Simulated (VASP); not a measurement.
**CaSe: relaxation of the atoms with r2SCAN**

Crystal: CaSe.

```
Ca Se
1.0
     0.00000    3.02542    3.02542
     3.02542    0.00000    3.02542
     3.02542    3.02542    0.00000
Ca Se
1 1
Direct
  0.00000 0.00000 0.00000
  0.50000 0.50000 0.50000
```

```yaml
Program: VASP 6.6.1
Task: relaxation of the atoms
Functional: r2SCAN
Potentials_or_basis: VASP PAW PBE potentials, release 64 (Ca_sv, Se)
Cutoff: 520 eV
k_mesh: 8 × 8 × 8
Occupations: fermi-dirac, width 0.02 eV
Spin: no spin polarisation
Dipole_correction: no
Further_INCAR_settings: ALGO = Normal; EDIFF = 1e-06; IBRION = 2; EDIFFG = -0.01; NSW = 50
```

```yaml
Pressure_after_relaxing: -2.5 GPa
Band_gap_on_the_k_mesh: 2.64 eV (least direct gap 3.52 eV)
```

Final structure:
```
CELL_PARAMETERS angstrom
0.00000 3.02542 3.02542
3.02542 0.00000 3.02542
3.02542 3.02542 0.00000
ATOMIC_POSITIONS crystal
Ca 0.00000 0.00000 0.00000
Se 0.50000 0.50000 0.50000
```

Levels at points of the mesh, in eV from the valence-band top:
```tsv
k point	band 6	band 7	band 8	band 9	band 10	band 11
(0.00, 0.00, 0.00)	0.00	0.00	0.00	3.75	4.24	4.24
(0.50, 0.00, 0.00)	-3.03	-1.05	-1.05	4.99	5.89	5.93
(0.50, 0.50, 0.00)	-2.37	-0.88	-0.88	2.64	5.49	5.50
```

Wall time 66 s on 1 thread of Intel(R) Xeon(R) Platinum 8488C (Sapphire Rapids) (shared host), peak memory 0.18 GiB.

Caveat: the relaxation stopped at its first step, so nothing moved; the PAW data sets were made with another functional, which shifts forces and pressure a little. r2SCAN opens gaps a little over a GGA but as a rule still falls short of measured ones.
